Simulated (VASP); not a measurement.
A run of VASP 6.6.1 is set up as follows.

INCAR

```
SYSTEM = Hf3O
PREC     = Accurate       ! precision mode
ENCUT    = 520            ! plane-wave cutoff, eV
EDIFF    = 1E-6           ! SCF threshold, eV
ISMEAR   = 0              ! smearing method
SIGMA    = 0.1            ! smearing width, eV
LREAL    = .FALSE.        ! projectors in reciprocal space
LASPH    = .TRUE.         ! aspherical terms in the spheres
NELM     = 80             ! most SCF steps
ALGO     = Normal         ! electronic algorithm
ISIF     = 2              ! what is computed and relaxed
LWAVE    = .FALSE.        ! write WAVECAR
LCHARG   = .FALSE.        ! write CHGCAR
GGA      = PE             ! functional
NBANDS   = 26             ! bands
```

The input KPOINTS:

```
Automatic mesh
0
G
  4 4 4
  0 0 0
```

File POSCAR:

```
Hf3O
1.0
    4.2110858828      0.0000000000      0.0000000000
    0.0000000000      4.2110858828      0.0000000000
    0.0000000000      0.0000000000      4.2110858828
Hf O
3 1
Direct
    0.0000000000      0.5000000000      0.5000000000
    0.5000000000      0.0000000000      0.5000000000
    0.5000000000      0.5000000000      0.0000000000
    0.0000000000      0.0000000000      0.0000000000
```

Potentials or basis: VASP PAW PBE potentials, release 64 (Hf_pv, O).

Command:

```console
$ cat potpaw_PBE.64/Hf_pv/POTCAR potpaw_PBE.64/O/POTCAR > POTCAR
$ mpirun -np 1 vasp_std > vasp.out
```

Q: Estimate the band gap on the k mesh.

A: Zero (band 18 reaches 5.77 eV, above the bottom of band 19 at 3.05 eV).

Q: Estimate the pressure.

A: -0.4 GPa.

Caveat: the k points lie up to 0.37 Å⁻¹ apart; spin-orbit coupling is left out, which moves the levels of the heavy elements.
